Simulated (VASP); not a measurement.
# NaI (P1) in VASP: single point with LDA

Aim: the single point of NaI with LDA.

Everything below comes from runs of VASP 6.6.1. Logs are shortened: lines on timing, memory, paths and dates and some standing lists are left out, and cuts for length are marked.

## 1. The cell of the first run

The typed cell holds 8 atoms: a = 9.154 Å, b = 9.154 Å, c = 4.577 Å, α = 60.00°, β = 60.00°, γ = 60.00°.

## 2. Single point, LDA

Input file INCAR:

```
SYSTEM = NaI
ALGO = Normal
EDIFF = 1E-6
ENCUT = 400
GGA_COMPAT = .False.
ISIF = 2
ISMEAR = 0
LASPH = .True.
LCHARG = .True.
LELF = .True.
LREAL = .False.
LVHAR = .True.
LWAVE = .False.
NBANDS = 38
NELM = 120
PREC = Accurate
SIGMA = 0.01
```

Input file KPOINTS:

```
k-points
0
Gamma
  1 1 2
  0 0 0
```

Input file POSCAR:

```
NaI
1.0
    0.0000000000      6.4728000000      6.4728000000
    6.4728000000      0.0000000000      6.4728000000
    3.2364000000      3.2364000000      0.0000000000
Na I
4 4
Direct
    0.0090267736     -0.0069514739     -0.0291470461
   -0.0134019281      0.5066597145     -0.0101826103
    0.5201456093     -0.0057815011     -0.0336841861
    0.5045465641      0.4894799778      0.0205271289
    0.2425600204      0.2468030064      0.5128465270
    0.2419384965      0.7515445402      0.5042165678
    0.7574514121      0.2489625046      0.4904608516
    0.7554915184      0.7539269713      0.4968123532
```

Potentials or basis: VASP PAW LDA potentials, release 64 (Na_pv, I).

On the command line:

```bash
> cat potpaw_LDA.64/Na_pv/POTCAR potpaw_LDA.64/I/POTCAR > POTCAR
> mpirun -np 1 vasp_std > vasp.out
```

OUTCAR:

```text
SYSTEM = NaI
   EDIFF = 1E-6
   ENCUT = 400
   ISIF = 2
   ISMEAR = 0
   LASPH = .True.
   LREAL = .False.
   NELM = 120
   PREC = Accurate

 ion  position               nearest neighbor table
   1  0.009  0.993  0.971-   6 3.07   5 3.16
   2  0.987  0.507  0.990-   8 3.09   7 3.15
   3  0.520  0.994  0.966-   8 3.08
   4  0.505  0.489  0.021-   7 3.16
   5  0.243  0.247  0.513-   1 3.16
   6  0.242  0.752  0.504-   1 3.07
   7  0.757  0.249  0.490-   2 3.15   4 3.16
   8  0.755  0.754  0.497-   3 3.08   2 3.09

  LATTYP: Found a base centered orthorhombic cell.
 ALAT       =     9.1539215465
 B/A-ratio  =     1.4142135624
 C/A-ratio  =     0.5000000000

  Lattice vectors:

 A1 = (  -3.2364000000,   3.2364000000,  -6.4728000000)
 A2 = (  -3.2364000000,   3.2364000000,   6.4728000000)
 A3 = (   3.2364000000,   3.2364000000,   0.0000000000)

Analysis of symmetry for initial positions (statically):
=====================================================================
 Subroutine PRICEL returns:
 Original cell was already a primitive cell.

 Routine SETGRP: Setting up the symmetry group for a
 base centered orthorhombic supercell.

 Subroutine GETGRP returns: Found  1 space group operations
 (whereof  1 operations were pure point group operations)
 out of a pool of  8 trial point group operations.

The static configuration has the point symmetry C_1 .

Analysis of symmetry for dynamics (positions and initial velocities):
=====================================================================
 Subroutine PRICEL returns:
 Original cell was already a primitive cell.

 Routine SETGRP: Setting up the symmetry group for a
 base centered orthorhombic supercell.

 Subroutine GETGRP returns: Found  1 space group operations
 (whereof  1 operations were pure point group operations)
 out of a pool of  8 trial point group operations.

The dynamic configuration has the point symmetry C_1 .

 Subroutine INISYM returns: Found  1 space group operations
 (whereof  1 operations are pure point group operations),
 and found     1 'primitive' translations

----------------------------------------------------------------------------------------

                                     Primitive cell

  volume of cell :     271.1918
[... 87 lines left out ...]
   TEBEG  =    0.0;   TEEND  =   0.0 temperature during run
   PSTRESS=    0.0 pullay stress
   NELECT =      56.0000    total number of electrons
   NUPDOWN=      -1.0000    fix difference up-down
   EMIN   =  10.00;   EMAX   =-10.00  energy-range for DOS
   EFERMI =   0.00;   METHOD = LEGACY
   ISMEAR =     0;   SIGMA  =   0.01  broadening in eV -4-tet -1-fermi 0-gaus
   EFERMI_NEDOS =   21; number of points for ismear=-14 and -15
   IALGO  =     38    algorithm
   IMIX   =      4    mixing-type and parameters
     AMIX     =   0.40;   BMIX     =  1.00
     AMIX_MAG =   1.60;   BMIX_MAG =  1.00
  volume/ion in A,a.u.               =      33.90       228.76
  Fermi-wavevector in a.u.,A,eV,Ry     =   0.967636  1.828567 12.739397  0.936319
  Thomas-Fermi vector in A             =   2.097538
   LORBIT       =      0    0 simple, 1 ext, 2 COOP (PROOUT), +10 PAW based schemes
   GGA     = CA    functional components
   LHFCALC =     F    Hartree Fock is set to
   AEXX    =    0.0000 exact exchange contribution
   IVDW    =     0    specifies the selected vdW correction
   LEPSILON=     F    determine dielectric tensor
   LRPA    =     F    only Hartree local field effects (RPA)
 non-spin polarized calculation
 Gauss-broadening in eV      SIGMA  =   0.01
  energy-cutoff  :      400.00
  volume of cell :      271.19
 maximum number of plane-waves:      4925
 NGX is ok and might be reduce to    60
   NGX = 29   NGY = 29   NGZ = 15

 number of electron      56.0000013 magnetization

 Free energy of the ion-electron system (eV)
  ---------------------------------------------------
  ext. energy  EPLUGINS =         0.00000000
  ---------------------------------------------------
  free energy    TOTEN  =       -22.04169030 eV

  energy without entropy =      -22.04169030  energy(sigma->0) =      -22.04169030

 E-fermi :   0.9323     XC(G=0):  -8.0424

 val. band max:        0.8867982586   @ k =   0.0000   0.0000   0.0000
 cond. band min:       4.0189313360   @ k =   0.0000   0.0000   0.0000
 fundamental gap:      3.1321330774
 Fermi energy:         0.9323435993

 k-point     1 :       0.0000    0.0000    0.0000
  band No.  band energies     occupation
      1     -22.0215      2.00000
      2     -22.0187      2.00000
      3     -22.0176      2.00000
      4     -21.9686      2.00000
      5     -21.9651      2.00000
      6     -21.9642      2.00000
[... 30 lines left out ...]
     37       7.9487      0.00000
     38       8.4246      0.00000

 k-point     2 :       0.0000    0.0000    0.5000
  band No.  band energies     occupation
      1     -22.0215      2.00000
      2     -22.0209      2.00000
      3     -22.0171      2.00000
      4     -21.9683      2.00000
      5     -21.9676      2.00000
      6     -21.9638      2.00000
[... 30 lines left out ...]
     37       7.9506      0.00000
     38       7.9624      0.00000

------------------------ aborting loop because EDIFF is reached ----------------------------------------

  FORCE on cell =-STRESS in cart. coord.  units (eV):
  Direction    XX          YY          ZZ          XY          YZ          ZX
  --------------------------------------------------------------------------------------
  -------------------------------------------------------------------------------------
  Total        1.4007105      1.2809087      1.2416061      0.0248342     -0.0195713      0.0342230
  in kB        8.2752744      7.5674962      7.3352996      0.1467180     -0.1156257      0.2021865
  external PRESSURE =       7.7260234 kB  Pullay stress =       0.0000000 kB

 VOLUME and BASIS-vectors are now :
 -----------------------------------------------------------------------------
  energy-cutoff  :      400.00
  volume of cell :      271.19
      direct lattice vectors                 reciprocal lattice vectors
     0.000000000  6.472800000  6.472800000    -0.077246323  0.077246323  0.077246323
     6.472800000  0.000000000  6.472800000     0.077246323 -0.077246323  0.077246323
     3.236400000  3.236400000  0.000000000     0.154492646  0.154492646 -0.154492646

 POSITION                                       TOTAL-FORCE (eV/Angst)
 -----------------------------------------------------------------------------------
      9.56987      3.20050      6.48623         0.079113      0.059452      0.048636
      6.48295      9.58950      9.66556        -0.070873      0.160117      0.068456
      9.56276      6.49418      9.80218         0.173215     -0.077789     -0.083539
      3.23474      3.33226      6.43414         0.024304     -0.092213     -0.043690
      3.25728      3.22982      3.16755        -0.056480      0.034486      0.082040
      6.49644      3.19787      6.43062        -0.158311      0.066882      0.013582
      3.19881      6.49016      6.51432         0.044483     -0.067170     -0.031323
      6.48790      6.49803      9.77016        -0.035450     -0.083765     -0.054163
 -----------------------------------------------------------------------------------
    total drift:                               -0.000348      0.000214     -0.000676

  FREE ENERGIE OF THE ION-ELECTRON SYSTEM (eV)
  ---------------------------------------------------
  free  energy   TOTEN  =       -22.0416902952 eV

  energy  without entropy=      -22.0416902952  energy(sigma->0) =      -22.04169030
```

OSZICAR:

```text
N       E                     dE             d eps       ncg     rms          rms(c)
DAV:   1     0.423967013835E+03    0.42397E+03   -0.21729E+04   160   0.116E+03
DAV:   2     0.229706967386E+02   -0.40100E+03   -0.38681E+03   168   0.304E+02
DAV:   3    -0.207086436735E+02   -0.43679E+02   -0.43022E+02   176   0.108E+02
DAV:   4    -0.225909616305E+02   -0.18823E+01   -0.18804E+01   178   0.223E+01
DAV:   5    -0.226508861988E+02   -0.59925E-01   -0.59919E-01   196   0.414E+00    0.374E+00
DAV:   6    -0.221657691438E+02    0.48512E+00   -0.71589E-01   164   0.308E+00    0.252E+00
DAV:   7    -0.220436439497E+02    0.12213E+00   -0.57811E-01   170   0.243E+00    0.129E+00
DAV:   8    -0.220419908894E+02    0.16531E-02   -0.26533E-02   164   0.973E-01    0.352E-01
DAV:   9    -0.220417242728E+02    0.26662E-03   -0.22143E-03   176   0.287E-01    0.153E-01
DAV:  10    -0.220417249538E+02   -0.68095E-06   -0.53137E-05   210   0.397E-02    0.152E-01
DAV:  11    -0.220417071103E+02    0.17843E-04   -0.54207E-05   178   0.465E-02    0.491E-02
DAV:  12    -0.220416971983E+02    0.99121E-05   -0.42556E-05   164   0.263E-02    0.621E-02
DAV:  13    -0.220416932444E+02    0.39538E-05   -0.19436E-06   132   0.981E-03    0.376E-02
DAV:  14    -0.220416897945E+02    0.34499E-05   -0.11082E-05   164   0.187E-02    0.152E-02
DAV:  15    -0.220416902952E+02   -0.50070E-06   -0.68198E-06   142   0.800E-03
   1 F= -.22041690E+02 E0= -.22041690E+02  d E =-.276367E-11
```

Run time: 50 s. Hardware: 1 thread of Intel Xeon 8259CL, shared host; peak memory 0.24 GiB.

What came out:

```
Free energy            : -22.0417 eV
Pressure               : 0.8 GPa
Largest force          : 0.207 eV/Å
Band gap on the k mesh : 3.13 eV
```

Forces in eV/Å, atoms in the order of the input:
```
Na   0.079  0.059  0.049
Na  -0.071  0.160  0.068
Na   0.173 -0.078 -0.084
Na   0.024 -0.092 -0.044
I   -0.056  0.034  0.082
I   -0.158  0.067  0.014
I    0.044 -0.067 -0.031
I   -0.035 -0.084 -0.054
```

Stress tensor (GPa, compression positive):
```
 0.83  0.01  0.02
 0.01  0.76 -0.01
 0.02 -0.01  0.73
```

Caveat: the k points lie up to 0.84 Å⁻¹ apart; spin-orbit coupling is left out, which moves the levels of the heavy elements. LDA gaps usually lie below the measured ones, often by a third to a half.
